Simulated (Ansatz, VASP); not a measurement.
## SrTiO3 in VASP and in Ansatz

```xyz
10
Lattice="-2.8118 2.7064 3.8678 2.7064 -2.8118 3.8678 2.7376 2.7376 -3.9420" Properties=species:S:1:pos:R:3 pbc="T T T"
Sr   -0.0634    2.6957    1.8968
Sr    2.6957   -0.0634    1.8968
Ti    0.0000    0.0000    0.0000
Ti   -0.0527   -0.0527    3.8678
O    -0.0263   -0.0263    1.9339
O    -0.0790   -0.0790    5.8017
O     1.1877    3.9468   -0.0709
O     1.4634    1.2215   -0.0371
O     1.4446   -1.3145    3.8645
O     1.1688    1.4108    3.8307
```

Change from the starting cell: equal engineering shear yz, xz and xy -0.0267, equal normal strain along x, y and z -0.0200.

Alike in both runs: task single point; functional PBE; k mesh 8 × 8 × 8; occupations gaussian, width 0.05 eV; no spin polarisation.

|  | VASP | Ansatz |
| --- | --- | --- |
| version | VASP 6.6.1 | Ansatz 0.2.0 |
| potentials or method | VASP PAW PBE potentials, release 64 (Sr_sv, Ti_sv, O), cutoff 520 eV | scalar-relativistic, plane waves, PAW |
| valence electrons in the cell | 80 | 80 |

```tsv
	VASP	Ansatz	Ansatz less VASP
gap on the k mesh at the Fermi level (eV)	1.89	1.93	+0.038
least direct gap on the mesh (eV)	1.90	1.94	+0.039
pressure (GPa)	12.9	12.2	-0.72
traceless stress, the component that is largest in VASP (GPa)	3.90	3.85	-0.053
rms of the force components (eV/Å)	0.038	0.037	-0.0008
```

Atom by atom the forces differ by 0.003 eV/Å (rms over components). With one functional, cell and mesh, what is left measures potentials, basis and numerics.
